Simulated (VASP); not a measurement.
# TiRh3 (Pm-3m) in VASP: further runs, part 2 of 3

VASP 6.6.1. The steps go on from the part before.

### Step 3. Electric field gradients, LDA (14.24 Å³/atom)

This run uses another cell than the first one, of 14.24 Å³/atom.

INCAR reads:

```
SYSTEM = TiRh3
PREC = Accurate
ENCUT = 520
EDIFF = 1E-8
ISMEAR = -1
SIGMA = 0.03
LREAL = .FALSE.
LASPH = .TRUE.
NELM = 80
ALGO = Normal
ISIF = 2
LWAVE = .FALSE.
LCHARG = .FALSE.
LEFG = .TRUE.
NBANDS = 36
```

KPOINTS reads:

```
regular mesh
0
G
  10 10 10
  0 0 0
```

POSCAR reads:

```
TiRh3
1.0
    3.8473119959      0.0000000000      0.0000000000
    0.0000000000      3.8473119959      0.0000000000
    0.0000000000      0.0000000000      3.8473119959
Ti Rh
1 3
Direct
    0.0000000000      0.0000000000      0.0000000000
    0.0000000000      0.5000000000      0.5000000000
    0.5000000000      0.0000000000      0.5000000000
    0.5000000000      0.5000000000      0.0000000000
```

Potentials or basis: VASP PAW LDA potentials, release 64 (Ti_sv, Rh_pv).

On the command line:

```
cat potpaw_LDA.64/Ti_sv/POTCAR potpaw_LDA.64/Rh_pv/POTCAR > POTCAR
mpirun -np 1 vasp_std > vasp.out
```

OUTCAR:

```text
SYSTEM = TiRh3
   PREC = Accurate
   ENCUT = 520
   EDIFF = 1E-8
   ISMEAR = -1
   LREAL = .FALSE.
   LASPH = .TRUE.
   NELM = 80
   ISIF = 2

 ion  position               nearest neighbor table
   1  0.000  0.000  0.000-   2 2.72   3 2.72   4 2.72   2 2.72   3 2.72   2 2.72   4 2.72   2 2.72
                             3 2.72   4 2.72   3 2.72   4 2.72
   2  0.000  0.500  0.500-   1 2.72   3 2.72   4 2.72   1 2.72   4 2.72   1 2.72   3 2.72   1 2.72
                             3 2.72   4 2.72   4 2.72   3 2.72
   3  0.500  0.000  0.500-   1 2.72   2 2.72   4 2.72   1 2.72   4 2.72   2 2.72   4 2.72   4 2.72
                             1 2.72   2 2.72   1 2.72   2 2.72
   4  0.500  0.500  0.000-   1 2.72   2 2.72   3 2.72   2 2.72   3 2.72   1 2.72   3 2.72   3 2.72
                             1 2.72   2 2.72   2 2.72   1 2.72

  LATTYP: Found a simple cubic cell.
 ALAT       =     3.8473119959

  Lattice vectors:

 A1 = (   3.8473119959,   0.0000000000,   0.0000000000)
 A2 = (   0.0000000000,   3.8473119959,   0.0000000000)
 A3 = (   0.0000000000,   0.0000000000,   3.8473119959)

Analysis of symmetry for initial positions (statically):
=====================================================================
 Subroutine PRICEL returns:
 Original cell was already a primitive cell.

 Routine SETGRP: Setting up the symmetry group for a
 simple cubic supercell.

 Subroutine GETGRP returns: Found 48 space group operations
 (whereof 48 operations were pure point group operations)
 out of a pool of 48 trial point group operations.

The static configuration has the point symmetry O_h .

Analysis of symmetry for dynamics (positions and initial velocities):
=====================================================================
 Subroutine PRICEL returns:
[... 1110 lines left out ...]
  --------------------------------------------------------------------------------------
  -------------------------------------------------------------------------------------
  Total       -4.9565285     -4.9565285     -4.9565285     -0.0000000     -0.0000000      0.0000000
  in kB     -139.4491820   -139.4491820   -139.4491820     -0.0000000     -0.0000000      0.0000000
  external PRESSURE =    -139.4491820 kB  Pullay stress =       0.0000000 kB

 VOLUME and BASIS-vectors are now :
 -----------------------------------------------------------------------------
  energy-cutoff  :      520.00
  volume of cell :       56.95
      direct lattice vectors                 reciprocal lattice vectors
     3.847311996  0.000000000  0.000000000     0.259921733  0.000000000  0.000000000
     0.000000000  3.847311996  0.000000000     0.000000000  0.259921733  0.000000000
     0.000000000  0.000000000  3.847311996     0.000000000  0.000000000  0.259921733

 POSITION                                       TOTAL-FORCE (eV/Angst)
 -----------------------------------------------------------------------------------
      0.00000      0.00000      0.00000         0.000000      0.000000      0.000000
      0.00000      1.92366      1.92366         0.000000      0.000000      0.000000
      1.92366      0.00000      1.92366         0.000000      0.000000      0.000000
      1.92366      1.92366      0.00000         0.000000      0.000000      0.000000
 -----------------------------------------------------------------------------------
    total drift:                                0.000000      0.000000     -0.000000

  FREE ENERGIE OF THE ION-ELECTRON SYSTEM (eV)
  ---------------------------------------------------
  free  energy   TOTEN  =       -37.0715766227 eV

  energy  without entropy=      -37.0595270296  energy(sigma->0) =      -37.06555183

 Electric field gradients (V/A^2)
---------------------------------------------------------------------
 ion       V_xx      V_yy      V_zz      V_xy      V_xz      V_yz
---------------------------------------------------------------------
   1       0.000     0.000    -0.000     0.000     0.000     0.000
   2     -30.608    15.304    15.304    -0.000     0.000     0.000
   3      15.304   -30.608    15.304    -0.000    -0.000     0.000
   4      15.304    15.304   -30.608     0.000     0.000     0.000
---------------------------------------------------------------------

 Electric field gradients after diagonalization (V/A^2)
 (convention: |V_zz| > |V_xx| > |V_yy|)
----------------------------------------------------------------------
 ion       V_xx      V_yy      V_zz     asymmetry (V_yy - V_xx)/ V_zz
----------------------------------------------------------------------
   1       0.000    -0.000     0.000      -0.823
   2      15.304    15.304   -30.608       0.000
   3      15.304    15.304   -30.608       0.000
   4      15.304    15.304   -30.608       0.000
----------------------------------------------------------------------

           NMR quadrupolar parameters

 Cq : quadrupolar parameter    Cq=e*Q*V_zz/h
 eta: asymmetry parameters     (V_yy - V_xx)/ V_zz
 Q  : nuclear electric quadrupole moment in mb (millibarn)
----------------------------------------------------------------------
 ion       Cq(MHz)       eta       Q (mb)
----------------------------------------------------------------------
   1       0.000      -0.823       1.000
   2      -0.074       0.000       1.000
   3      -0.074       0.000       1.000
   4      -0.074       0.000       1.000
----------------------------------------------------------------------
```

OSZICAR:

```text
N       E                     dE             d eps       ncg     rms          rms(c)
DAV:   1     0.755036411539E+03    0.75504E+03   -0.32926E+04  4032   0.189E+03
DAV:   2     0.305112627578E+01   -0.75199E+03   -0.73401E+03  4164   0.587E+02
DAV:   3    -0.388967693120E+02   -0.41948E+02   -0.39953E+02  5284   0.138E+02
DAV:   4    -0.404720565258E+02   -0.15753E+01   -0.15611E+01  5176   0.229E+01
DAV:   5    -0.405024451089E+02   -0.30389E-01   -0.30380E-01  4812   0.318E+00    0.181E+01
DAV:   6    -0.377587789326E+02    0.27437E+01   -0.12101E+01  5180   0.267E+01    0.915E+00
DAV:   7    -0.378978061941E+02   -0.13903E+00   -0.11055E+01  5148   0.217E+01    0.699E+00
DAV:   8    -0.370843165306E+02    0.81349E+00   -0.15542E+00  5512   0.867E+00    0.184E+00
DAV:   9    -0.370975040434E+02   -0.13188E-01   -0.25732E-01  5568   0.267E+00    0.169E+00
DAV:  10    -0.370734171434E+02    0.24087E-01   -0.14572E-01  4968   0.260E+00    0.322E-01
DAV:  11    -0.370719641345E+02    0.14530E-02   -0.11482E-02  5108   0.715E-01    0.194E-01
DAV:  12    -0.370715765126E+02    0.38762E-03   -0.92575E-04  5228   0.205E-01    0.410E-02
DAV:  13    -0.370715805958E+02   -0.40832E-05   -0.62152E-05  4488   0.550E-02    0.192E-02
DAV:  14    -0.370715769074E+02    0.36884E-05   -0.20653E-05  4976   0.310E-02    0.480E-03
DAV:  15    -0.370715766965E+02    0.21085E-06   -0.70564E-07  4424   0.656E-03    0.344E-03
DAV:  16    -0.370715766294E+02    0.67163E-07   -0.22239E-07  4944   0.250E-03    0.688E-04
DAV:  17    -0.370715766227E+02    0.66502E-08   -0.24145E-08  3332   0.913E-04
   1 F= -.37071577E+02 E0= -.37065552E+02  d E =-.120496E-01
```

Wall time 79 s (1 thread of AMD EPYC 9R14 (Zen 4), shared host); peak memory 0.18 GiB.

Results:

```
Free energy                             : -37.0716 eV
Pressure                                : -13.9 GPa
Band gap on the k mesh                  : zero (an odd number of electrons rules out a gap without spin polarisation)
Largest electric field gradient by atom : Ti +0.0; Rh -30.6 V/Å²
```

Levels at points of the mesh, in eV from the Fermi level:
| k point | band 26 | band 27 | band 28 | band 29 | band 30 | band 31 | band 32 | band 33 |
| --- | --- | --- | --- | --- | --- | --- | --- | --- |
| (0.00, 0.00, 0.00) | 0.82 | 1.28 | 1.28 | 1.28 | 2.60 | 2.60 | 3.24 | 3.24 |
| (0.50, 0.00, 0.00) | -1.06 | -1.06 | -0.86 | 0.11 | 1.05 | 1.05 | 1.28 | 1.69 |
| (0.50, 0.50, 0.00) | -1.45 | -1.45 | -1.08 | -0.73 | -0.70 | 1.43 | 1.43 | 1.55 |
| (0.50, 0.50, 0.50) | 0.86 | 0.86 | 0.86 | 1.04 | 1.12 | 1.12 | 1.12 | 2.48 |

Electric field gradients, principal values (V/Å²):
```
atom   least  middle  greatest (by size)
1 Ti   0.000   0.000               0.000
2 Rh  15.304  15.304             -30.608
3 Rh  15.304  15.304             -30.608
4 Rh  15.304  15.304             -30.608
```

Caveat: the cell stands under tension; without QUAD_EFG the Cq values of the log hold for a quadrupole moment of 1 mb, not for the nuclei.

### Step 4. Electric field gradients, LDA (14.80 Å³/atom)

This run uses another cell than the first one, of 14.80 Å³/atom.

INCAR reads:

```
SYSTEM = TiRh3
  PREC = Accurate
  ENCUT = 520
  EDIFF = 1E-8
  ISMEAR = -1
  SIGMA = 0.03
  LREAL = .FALSE.
  LASPH = .TRUE.
  NELM = 80
  ALGO = Normal
  ISIF = 2
  LWAVE = .FALSE.
  LCHARG = .FALSE.
  GGA = CA
  LEFG = .TRUE.
  NBANDS = 36
```

KPOINTS is that of step 3.

POSCAR reads:

```
TiRh3
1.0
    3.8969602073      0.0000000000      0.0000000000
    0.0000000000      3.8969602073      0.0000000000
    0.0000000000      0.0000000000      3.8969602073
Ti Rh
1 3
Direct
    0.0000000000      0.0000000000      0.0000000000
    0.0000000000      0.5000000000      0.5000000000
    0.5000000000      0.0000000000      0.5000000000
    0.5000000000      0.5000000000      0.0000000000
```

Potentials or basis: VASP PAW LDA potentials, release 64 (Ti_sv, Rh_pv).

On the command line:

```
cat potpaw_LDA.64/Ti_sv/POTCAR potpaw_LDA.64/Rh_pv/POTCAR > POTCAR
mpirun -np 1 vasp_std > vasp.out
```

OUTCAR:

```text
SYSTEM = TiRh3
   PREC = Accurate
   ENCUT = 520
   EDIFF = 1E-8
   ISMEAR = -1
   LREAL = .FALSE.
   LASPH = .TRUE.
   NELM = 80
   ISIF = 2
   GGA = CA

 ion  position               nearest neighbor table
   1  0.000  0.000  0.000-   2 2.76   3 2.76   4 2.76   2 2.76   3 2.76   2 2.76   4 2.76   2 2.76
                             3 2.76   4 2.76   3 2.76   4 2.76
   2  0.000  0.500  0.500-   1 2.76   3 2.76   4 2.76   1 2.76   4 2.76   1 2.76   3 2.76   1 2.76
                             3 2.76   4 2.76   4 2.76   3 2.76
   3  0.500  0.000  0.500-   1 2.76   2 2.76   4 2.76   1 2.76   4 2.76   2 2.76   4 2.76   4 2.76
                             1 2.76   2 2.76   1 2.76   2 2.76
   4  0.500  0.500  0.000-   1 2.76   2 2.76   3 2.76   2 2.76   3 2.76   1 2.76   3 2.76   3 2.76
                             1 2.76   2 2.76   2 2.76   1 2.76

  LATTYP: Found a simple cubic cell.
 ALAT       =     3.8969602073

  Lattice vectors:

 A1 = (   3.8969602073,   0.0000000000,   0.0000000000)
 A2 = (   0.0000000000,   3.8969602073,   0.0000000000)
 A3 = (   0.0000000000,   0.0000000000,   3.8969602073)

[... 1145 lines left out ...]
      0.00000      1.94848      1.94848         0.000000      0.000000      0.000000
      1.94848      0.00000      1.94848         0.000000      0.000000      0.000000
      1.94848      1.94848      0.00000         0.000000      0.000000      0.000000
 -----------------------------------------------------------------------------------
    total drift:                                0.000000      0.000000     -0.000000

  FREE ENERGIE OF THE ION-ELECTRON SYSTEM (eV)
  ---------------------------------------------------
  free  energy   TOTEN  =       -36.8260637157 eV

  energy  without entropy=      -36.8133943325  energy(sigma->0) =      -36.81972902

 Electric field gradients (V/A^2)
---------------------------------------------------------------------
 ion       V_xx      V_yy      V_zz      V_xy      V_xz      V_yz
---------------------------------------------------------------------
   1      -0.000    -0.000    -0.000     0.000     0.000    -0.000
   2     -27.028    13.514    13.514     0.000     0.000    -0.000
   3      13.514   -27.028    13.514     0.000     0.000     0.000
   4      13.514    13.514   -27.028     0.000     0.000     0.000
---------------------------------------------------------------------

 Electric field gradients after diagonalization (V/A^2)
 (convention: |V_zz| > |V_xx| > |V_yy|)
----------------------------------------------------------------------
 ion       V_xx      V_yy      V_zz     asymmetry (V_yy - V_xx)/ V_zz
----------------------------------------------------------------------
   1      -0.000    -0.000    -0.000      -0.069
   2      13.514    13.514   -27.028       0.000
   3      13.514    13.514   -27.028       0.000
   4      13.514    13.514   -27.028       0.000
----------------------------------------------------------------------

           NMR quadrupolar parameters

 Cq : quadrupolar parameter    Cq=e*Q*V_zz/h
 eta: asymmetry parameters     (V_yy - V_xx)/ V_zz
 Q  : nuclear electric quadrupole moment in mb (millibarn)
----------------------------------------------------------------------
 ion       Cq(MHz)       eta       Q (mb)
----------------------------------------------------------------------
   1      -0.000      -0.069       1.000
   2      -0.065       0.000       1.000
   3      -0.065       0.000       1.000
   4      -0.065       0.000       1.000
----------------------------------------------------------------------
```

stdout:

```text
POSCAR found type information on POSCAR TiRh
 POSCAR found :  2 types and       4 ions
 scaLAPACK will be used
 LDA part: xc-table for (Slater(with rela. corr.)+CA(PZ))
 , standard interpolation
 POSCAR, INCAR and KPOINTS ok, starting setup
 FFT: planning ... GRIDC
 FFT: planning ... GRID_SOFT
 FFT: planning ... GRID
 WAVECAR not read
 entering main loop
ion   1

ion   2

ion   3

ion   4
```

Run time: 80 s. Hardware: 1 thread of AMD EPYC 9R14 (Zen 4), shared host; peak memory 0.18 GiB.

What came out:

- Free energy: -36.8261 eV
- Pressure: -21.2 GPa
- Band gap on the k mesh: zero (an odd number of electrons rules out a gap without spin polarisation)
- Largest electric field gradient by atom: Ti -0.0; Rh -27.0 V/Å²

Electric field gradients, principal values (V/Å²):
| atom | least | middle | greatest (by size) |
| --- | --- | --- | --- |
| 1 Ti | 0.000 | 0.000 | 0.000 |
| 2 Rh | 13.514 | 13.514 | -27.028 |
| 3 Rh | 13.514 | 13.514 | -27.028 |
| 4 Rh | 13.514 | 13.514 | -27.028 |

Caveat: the cell stands under tension; without QUAD_EFG the Cq values of the log hold for a quadrupole moment of 1 mb, not for the nuclei.

(Part 2 of 3 ends here.)
